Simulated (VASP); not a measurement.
# Ru (I4_1/amd) in VASP: notebook

Runs on Ru. Level: LDA. Tasks: single point.

Everything below comes from runs of VASP 6.6.1. Logs are shortened: lines on timing, memory, paths and dates and some standing lists are left out, and cuts for length are marked.

### 1 The cell of the first run

It takes space group I4_1/amd (No. 141, tetragonal). The conventional cell has a = 4.199 Å, b = 4.199 Å, c = 2.266 Å, α = 90.00°, β = 90.00°, γ = 90.00°. Within 2.9 Å of Ru (site symmetry -4m2) lie 10 Ru at 2.17 to 2.70 Å.

### 2 Single point, LDA

File INCAR:

```
PREC = Accurate
ENCUT = 520
EDIFF = 1E-7
ISMEAR = -1
SIGMA = 0.1
LREAL = False
LASPH = True
NELM = 100
ALGO = Normal
ISIF = 2
LWAVE = False
LCHARG = False
NBANDS = 21
```

File KPOINTS:

```
regular mesh
0
Gamma
  19 19 19
```

File POSCAR:

```
Ru
1.0
   -2.0993180452      2.0993180452      1.1327791967
    2.0993180452     -2.0993180452      1.1327791967
    2.0993180452      2.0993180452     -1.1327791967
Ru
2
Direct
   -0.3750000000     -0.1250000000     -0.2500000000
    0.3750000000      0.1250000000      0.2500000000
```

Potentials or basis: VASP PAW LDA potentials, release 64 (Ru_pv).

Launch:

```
$ cat potpaw_LDA.64/Ru_pv/POTCAR > POTCAR
$ mpirun -np 1 vasp_std > vasp.out
```

OUTCAR:

```text
PREC = Accurate
   ENCUT = 520
   EDIFF = 1E-7
   ISMEAR = -1
   LREAL = False
   LASPH = True
   NELM = 100
   ISIF = 2

 ion  position               nearest neighbor table
   1  0.625  0.875  0.750-   2 2.17   2 2.17   2 2.17   2 2.17   2 2.70   2 2.70   2 2.70   2 2.70

   2  0.375  0.125  0.250-   1 2.17   1 2.17   1 2.17   1 2.17   1 2.70   1 2.70   1 2.70   1 2.70

  LATTYP: Found a body centered tetragonal cell.
 ALAT       =     4.1986360904
 C/A-ratio  =     0.5395938930

  Lattice vectors:

 A1 = (  -2.0993180452,   2.0993180452,   1.1327791967)
 A2 = (   2.0993180452,  -2.0993180452,   1.1327791967)
 A3 = (   2.0993180452,   2.0993180452,  -1.1327791967)

Analysis of symmetry for initial positions (statically):
=====================================================================
 Subroutine PRICEL returns:
 Original cell was already a primitive cell.

 Routine SETGRP: Setting up the symmetry group for a
 body centered tetragonal supercell.

 Subroutine GETGRP returns: Found 16 space group operations
 (whereof  4 operations were pure point group operations)
 out of a pool of 16 trial point group operations.

The static configuration has the point symmetry C_2h.
 The point group associated with its full space group is D_4h.

Analysis of symmetry for dynamics (positions and initial velocities):
=====================================================================
 Subroutine PRICEL returns:
 Original cell was already a primitive cell.

 Routine SETGRP: Setting up the symmetry group for a
 body centered tetragonal supercell.

 Subroutine GETGRP returns: Found 16 space group operations
 (whereof  4 operations were pure point group operations)
 out of a pool of 16 trial point group operations.

The dynamic configuration has the point symmetry C_2h.
 The point group associated with its full space group is D_4h.

 Subroutine INISYM returns: Found 16 space group operations
 (whereof  4 operations are pure point group operations),
 and found     1 'primitive' translations

----------------------------------------------------------------------------------------

                                     Primitive cell

  volume of cell :      19.9692

  direct lattice vectors                    reciprocal lattice vectors
    -2.099318045  2.099318045  1.132779197     0.000000000  0.238172582  0.441392287
     2.099318045 -2.099318045  1.132779197     0.238172582  0.000000000  0.441392287
     2.099318045  2.099318045 -1.132779197     0.238172582  0.238172582  0.000000000

  length of vectors
     3.177650267  3.177650267  3.177650267     0.501550924  0.501550924  0.336826896

  position of ions in fractional coordinates (direct lattice)
     0.625000000  0.875000000  0.750000000
     0.375000000  0.125000000  0.250000000

  ion indices of the primitive-cell ions
   primitive index   ion index
                 1           1
                 2           2

----------------------------------------------------------------------------------------

 KPOINTS: regular mesh

Automatic generation of k-mesh.
 Grid dimensions read from file:
 generate k-points for:   19   19   19

 Generating k-lattice:

  Cartesian coordinates                     Fractional coordinates (reciprocal lattice)
     0.000000000  0.012535399  0.023231173     0.052631579  0.000000000  0.000000000
     0.012535399  0.000000000  0.023231173     0.000000000  0.052631579  0.000000000
     0.012535399  0.012535399  0.000000000     0.000000000  0.000000000  0.052631579

  Length of vectors
     0.026397417  0.026397417  0.017727731

  Shift w.r.t. Gamma in fractional coordinates (k-lattice)
     0.000000000  0.000000000  0.000000000

 Subroutine IBZKPT returns following result:
 ===========================================

 Found    550 irreducible k-points:

 Following reciprocal coordinates:
            Coordinates               Weight
  0.000000  0.000000  0.000000      1.000000
  0.052632  0.000000 -0.000000      8.000000
  0.105263  0.000000 -0.000000      8.000000
  0.157895  0.000000  0.000000      8.000000
  0.210526  0.000000  0.000000      8.000000
  0.263158  0.000000  0.000000      8.000000
[... 16 lines left out ...]
 -0.315789  0.052632  0.000000     16.000000
 -0.263158  0.052632  0.000000     16.000000
 [... further k-points ...]
   k-points           NKPTS =    550   k-points in BZ     NKDIM =    550   number of bands    NBANDS=     21
   number of dos      NEDOS =    301   number of ions     NIONS =      2
   total plane-waves  NPLWV =  13824
   dimension x,y,z NGX =    24 NGY =   24 NGZ =   24
   dimension x,y,z NGXF=    48 NGYF=   48 NGZF=   48
   ions per type =               2
   NGX,Y,Z   is equivalent  to a cutoff of  12.56, 12.56, 12.56 a.u.
   NGXF,Y,Z  is equivalent  to a cutoff of  25.11, 25.11, 25.11 a.u.
 SYSTEM =  unknown system
   PREC   = accura    normal or accurate (medium, high low for compatibility)
   ISTART =      0    job   : 0-new  1-cont  2-samecut
   ICHARG =      2    charge: 1-file 2-atom 10-const
   ISPIN  =      1    spin polarized calculation?
   LNONCOLLINEAR =      F non collinear calculations
   LSORBIT =      F    spin-orbit coupling
   LASPH  =      T    aspherical Exc in radial PAW
   ENCUT  =  520.0 eV  38.22 Ry    6.18 a.u.   5.91  5.91  5.91*2*pi/ulx,y,z
   NELM   =    100;   NELMIN=  2; NELMDL= -5     # of ELM steps
   EDIFF  = 0.1E-06   stopping-criterion for ELM
   LREAL  =      F    real-space projection
   EDIFFG = 0.1E-05   stopping-criterion for IOM
   NSW    =      0    number of steps for IOM
   IBRION =     -1    ionic relax: 0-MD 1-quasi-New 2-CG
   NFREE  =      0    steps in history (QN), initial steepest desc. (CG)
   ISIF   =      2    stress and relaxation
   ISYM   =      2    0-nonsym 1-usesym 2-fastsym
   POTIM  = 0.5000    time-step for ionic-motion
   TEBEG  =    0.0;   TEEND  =   0.0 temperature during run
   PSTRESS=    0.0 pullay stress
   NELECT =      28.0000    total number of electrons
   NUPDOWN=      -1.0000    fix difference up-down
   EMIN   =  10.00;   EMAX   =-10.00  energy-range for DOS
   EFERMI =   0.00;   METHOD = LEGACY
   ISMEAR =    -1;   SIGMA  =   0.10  broadening in eV -4-tet -1-fermi 0-gaus
   EFERMI_NEDOS =   21; number of points for ismear=-14 and -15
   IALGO  =     38    algorithm
   IMIX   =      4    mixing-type and parameters
     AMIX     =   0.40;   BMIX     =  1.00
     AMIX_MAG =   1.60;   BMIX_MAG =  1.00
  volume/ion in A,a.u.               =       9.98        67.38
  Fermi-wavevector in a.u.,A,eV,Ry     =   1.832344  3.462627 45.681333  3.357483
  Thomas-Fermi vector in A             =   2.886406
   LORBIT       =      0    0 simple, 1 ext, 2 COOP (PROOUT), +10 PAW based schemes
   GGA     = CA    functional components
   LHFCALC =     F    Hartree Fock is set to
   AEXX    =    0.0000 exact exchange contribution
   IVDW    =     0    specifies the selected vdW correction
   LEPSILON=     F    determine dielectric tensor
   LRPA    =     F    only Hartree local field effects (RPA)
 non-spin polarized calculation
  energy-cutoff  :      520.00
  volume of cell :       19.97
 maximum number of plane-waves:       549
   NGX = 11   NGY = 11   NGZ = 11

 number of electron      27.9999993 magnetization

 Free energy of the ion-electron system (eV)
  ---------------------------------------------------
  ext. energy  EPLUGINS =         0.00000000
  ---------------------------------------------------
  free energy    TOTEN  =       -14.14817432 eV

  energy without entropy =      -14.07466334  energy(sigma->0) =      -14.11141883

 E-fermi :  19.5029     XC(G=0): -16.2286

 val. band max:       19.5022874152   @ k =  -0.2632   0.2632   0.1053
 cond. band min:      19.5035845705   @ k =  -0.1053   0.2632   0.0526
 fundamental gap:      0.0012971553
 Fermi energy:        19.5028571943

 k-point     1 :       0.0000    0.0000    0.0000
  band No.  band energies     occupation
      1     -25.7784      2.00000
      2     -25.7784      2.00000
      3     -22.9415      2.00000
      4     -22.9039      2.00000
      5     -22.7760      2.00000
      6     -22.7760      2.00000
[... 13 lines left out ...]
     20      29.6013      0.00000
     21      29.6039      0.00000

 k-point     2 :       0.0526    0.0000   -0.0000
  band No.  band energies     occupation
      1     -25.7712      2.00000
      2     -25.7470      2.00000
      3     -23.0317      2.00000
      4     -22.9876      2.00000
      5     -22.7821      2.00000
      6     -22.7710      2.00000
[... 13 lines left out ...]
     20      29.6015      0.00000
     21      29.6040      0.00000

 k-point     3 :       0.1053    0.0000   -0.0000
  band No.  band energies     occupation
      1     -25.7503      2.00000
      2     -25.6568      2.00000
      3     -23.2724      2.00000
      4     -23.2179      2.00000
      5     -22.8240      2.00000
      6     -22.7567      2.00000
[... 13 lines left out ...]
     20      29.6693      0.00000
     21      30.1817      0.00000

 k-point     4 :       0.1579    0.0000    0.0000
  band No.  band energies     occupation
      1     -25.7175      2.00000
      2     -25.5202      2.00000
      3     -23.6393      2.00000
      4     -23.5379      2.00000
      5     -22.9067      2.00000
      6     -22.7349      2.00000
[... 13 lines left out ...]
     20      30.9401      0.00000
     21      31.6425      0.00000

 k-point     5 :       0.2105    0.0000    0.0000
  band No.  band energies     occupation
      1     -25.6758      2.00000
      2     -25.3638      2.00000
      3     -24.0815      2.00000
      4     -23.8955      2.00000
      5     -23.0192      2.00000
      6     -22.7082      2.00000
[... 13 lines left out ...]
     20      32.2505      0.00000
     21      32.9671      0.00000

 k-point     6 :       0.2632    0.0000    0.0000
  band No.  band energies     occupation
      1     -25.6293      2.00000
      2     -25.2503      2.00000
      3     -24.5280      2.00000
      4     -24.2178      2.00000
      5     -23.1497      2.00000
      6     -22.6800      2.00000
[... 13 lines left out ...]
     20      32.9729      0.00000
     21      33.6474      0.00000

 k-point     7 :       0.3158   -0.0000    0.0000
  band No.  band energies     occupation
      1     -25.5828      2.00000
      2     -25.3180      2.00000
      3     -24.9012      2.00000
      4     -24.3685      2.00000
      5     -23.2879      2.00000
      6     -22.6534      2.00000
[... 13 lines left out ...]
     20      32.6704      0.00000
     21      33.5304      0.00000
[... 291 lines left out ...]
      1     -25.8338      2.00000
      2     -25.4838      2.00000
      3     -25.4014      2.00000
      4     -24.0205      2.00000
      5     -23.6915      2.00000
      6     -22.6226      2.00000
[... 13 lines left out ...]
     20      30.7787      0.00000
     21      32.5032      0.00000

 k-point    21 :      -0.4211    0.0526    0.0000
  band No.  band energies     occupation
      1     -25.6410      2.00000
      2     -25.4768      2.00000
      3     -25.2047      2.00000
      4     -24.1174      2.00000
      5     -23.6073      2.00000
      6     -22.6345      2.00000
[... 13 lines left out ...]
     20      31.2325      0.00000
     21      32.8931      0.00000

 k-point    22 :      -0.3684    0.0526    0.0000
  band No.  band energies     occupation
      1     -25.6071      2.00000
      2     -25.2727      2.00000
      3     -24.9370      2.00000
      4     -24.2139      2.00000
      5     -23.4661      2.00000
      6     -22.6543      2.00000
[... 13 lines left out ...]
     20      31.7300      0.00000
     21      33.3628      0.00000

 k-point    23 :      -0.3158    0.0526    0.0000
  band No.  band energies     occupation
      1     -25.6460      2.00000
      2     -25.1434      2.00000
      3     -24.5846      2.00000
      4     -24.1398      2.00000
      5     -23.3097      2.00000
      6     -22.6800      2.00000
[... 13 lines left out ...]
     20      31.8939      0.00000
     21      33.7443      0.00000

 k-point    24 :      -0.2632    0.0526    0.0000
  band No.  band energies     occupation
      1     -25.6888      2.00000
      2     -25.2334      2.00000
      3     -24.1497      2.00000
      4     -23.8655      2.00000
      5     -23.1520      2.00000
      6     -22.7086      2.00000
[... 13 lines left out ...]
     20      31.3845      0.00000
     21      33.3450      0.00000

 [... further k-points ...]
[... 5 lines left out ...]
  --------------------------------------------------------------------------------------
  -------------------------------------------------------------------------------------
  Total       32.1375624     32.1375624     31.8444375      0.0000000     -0.0000000      0.0000000
  in kB     2578.4682136   2578.4682136   2554.9501443      0.0000000     -0.0000000      0.0000000
  external PRESSURE =    2570.6288572 kB  Pullay stress =       0.0000000 kB

 VOLUME and BASIS-vectors are now :
 -----------------------------------------------------------------------------
  energy-cutoff  :      520.00
  volume of cell :       19.97
      direct lattice vectors                 reciprocal lattice vectors
    -2.099318045  2.099318045  1.132779197     0.000000000  0.238172582  0.441392287
     2.099318045 -2.099318045  1.132779197     0.238172582  0.000000000  0.441392287
     2.099318045  2.099318045 -1.132779197     0.238172582  0.238172582  0.000000000

 POSITION                                       TOTAL-FORCE (eV/Angst)
 -----------------------------------------------------------------------------------
      2.09932      1.04966      0.84958        -0.000000      0.000000      0.000000
      0.00000      1.04966      0.28319         0.000000     -0.000000     -0.000000
 -----------------------------------------------------------------------------------
    total drift:                               -0.000000      0.000000      0.000000

  FREE ENERGIE OF THE ION-ELECTRON SYSTEM (eV)
  ---------------------------------------------------
  free  energy   TOTEN  =       -14.1481743193 eV

  energy  without entropy=      -14.0746633364  energy(sigma->0) =      -14.11141883
```

Wall time 77 s (1 thread of AMD EPYC 9R45 (Zen 5), shared host); peak memory 0.25 GiB.

Results:

```yaml
Free_energy: -14.1482 eV
Pressure: 257.1 GPa
Band_gap_on_the_k_mesh: zero (bands 14 and 15 overlap by 2.95 eV)
```

Caveat: the cell stands under pressure.

### 3 Single point, LDA

File INCAR:

```
PREC = Accurate
ENCUT = 520
EDIFF = 1E-7
ISMEAR = -1
SIGMA = 0.1
LREAL = False
LASPH = True
NELM = 80
ALGO = Normal
ISIF = 2
LWAVE = False
LCHARG = True
LELF = True
LVHAR = True
NBANDS = 21
```

KPOINTS is that of step 2.

File POSCAR:

```
Ru
1.0
   -2.0998523323      2.0998523323      1.1328664033
    2.0998523323     -2.0998523323      1.1328664033
    2.0998523323      2.0998523323     -1.1328664033
Ru
2
Direct
   -0.3750000000     -0.1250000000     -0.2500000000
    0.3750000000      0.1250000000      0.2500000000
```

Potentials or basis: VASP PAW LDA potentials, release 64 (Ru_pv).

Launch:

```
$ cat potpaw_LDA.64/Ru_pv/POTCAR > POTCAR
$ mpirun -np 1 vasp_std > vasp.out
```

It took 79 s on 1 thread of AMD EPYC 9R45 (Zen 5), shared host; peak memory 0.25 GiB.

The run converged. Its results:

```yaml
Free_energy: -14.1670 eV
Pressure: 256.3 GPa
Band_gap_on_the_k_mesh: zero (bands 14 and 15 overlap by 2.95 eV)
```

Stress tensor (GPa, compression positive):
```
257.04   0.00   0.00
  0.00 257.04   0.00
  0.00   0.00 254.89
```

Levels at points of the mesh, in eV from the Fermi level:
| k point | band 11 | band 12 | band 13 | band 14 | band 15 | band 16 | band 17 | band 18 |
| --- | --- | --- | --- | --- | --- | --- | --- | --- |
| (0.00, 0.00, 0.00) | -6.72 | -0.69 | -0.69 | -0.58 | -0.58 | 3.48 | 5.74 | 9.00 |

Caveat: the cell stands under pressure.
